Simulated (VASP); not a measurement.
A run of VASP 6.6.1 is set up as follows.

The input INCAR:

```
PREC = Accurate
ENCUT = 520
EDIFF = 1E-6
ISMEAR = 0
SIGMA = 0.1
LREAL = False
LASPH = True
NELM = 150
ALGO = Normal
ISIF = 2
LWAVE = False
LCHARG = False
ISPIN = 2
MAGMOM = 0 0 2.22 2.22 -0.15 -0.15 0 0 0
LORBIT = 11
LMAXMIX = 4
GGA = PE
NBANDS = 47
KPAR = 4
```

Contents of KPOINTS:

```
regular mesh
0
Gamma
  6 6 4
```

POSCAR

```
CsLiCr2Te2S3
1.0
    3.4216159896     -5.1806911587      0.0078355736
    3.4216159896      5.1806911587      0.0078355736
   -2.9041074174      0.0000000000      7.4309334560
Cs Li Cr Te S
1 1 2 2 3
Direct
    0.0937411767      0.0937411767      0.0085267218
    0.5887527238      0.5887527238      0.5533591338
    0.0564612388      0.4675461887      0.5578963812
    0.4675461887      0.0564612388      0.5578963812
    0.5648556039      0.8735666794      0.2903509762
    0.8735666794      0.5648556039      0.2903509762
    0.8115144020      0.3969706275      0.7334672867
    0.3969706275      0.8115144020      0.7334672867
    0.2140370892      0.2140370892      0.4837113663
```

Potentials or basis: VASP PAW PBE potentials, release 64 (Cs_sv, Li_sv, Cr_pv, Te, S).

Launch:

```console
$ cat potpaw_PBE.64/Cs_sv/POTCAR potpaw_PBE.64/Li_sv/POTCAR potpaw_PBE.64/Cr_pv/POTCAR potpaw_PBE.64/Te/POTCAR potpaw_PBE.64/S/POTCAR > POTCAR
$ mpirun -np 4 vasp_std > vasp.out
```

**Question.** What does it give for the net moment?

**Answer.** 4.00 μB per cell.

**Question.** Predict the largest force.

**Answer.** 0.008 eV/Å.

Forces on the atoms (eV/Å):
```
Cs   0.004  0.000 -0.001
Li  -0.002  0.000  0.003
Cr   0.004  0.006 -0.002
Cr   0.004 -0.006 -0.002
Te   0.000 -0.008  0.003
Te   0.000  0.008  0.003
S   -0.003  0.006 -0.001
S   -0.003 -0.006 -0.001
S   -0.002  0.000 -0.001
```
